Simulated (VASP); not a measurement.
MgO (dlda):

```
CELL_PARAMETERS angstrom
0.00000 2.12450 2.12450
2.12450 0.00000 2.12450
2.12450 2.12450 0.00000
ATOMIC_POSITIONS crystal
Mg 0.00000 0.00000 0.00000
O 0.50000 0.50000 0.50000
```

```yaml
Program: VASP 6.6.1
Task: relaxation of cell and atoms
Functional: LDA
Potentials_or_basis: VASP PAW LDA potentials, release 64 (Mg, O)
Cutoff: 600 eV
k_mesh: 8 × 8 × 8
Occupations: gaussian, width 0.1 eV
Spin: no spin polarisation
```

At the start: pressure -11.6 GPa; volume 9.59 Å³/atom.

Q: How do energy, volume and symmetry change on relaxing?

A: Over 3 steps the energy falls by 26.9 meV/atom and the volume is 8.89 Å³/atom (-7.3 %); space group Fm-3m (No. 225, to 0.05 Å).

Step by step:
| step | energy change (eV) | largest force (eV/Å) | pressure (GPa) | volume (Å³) |
| --- | --- | --- | --- | --- |
| 1 | 0.0000 | 0.0000 | -11.57 | 19.18 |
| 2 | -0.0469 | 0.0000 | 4.99 | 17.32 |
| 3 | -0.0539 | 0.0000 | 0.03 | 17.78 |

Final structure:
```xyz
2
Lattice="0.0000 2.0716 2.0716 2.0716 0.0000 2.0716 2.0716 2.0716 0.0000" Properties=species:S:1:pos:R:3 pbc="T T T"
Mg    0.0000    0.0000    0.0000
O     2.0716    2.0716    2.0716
```
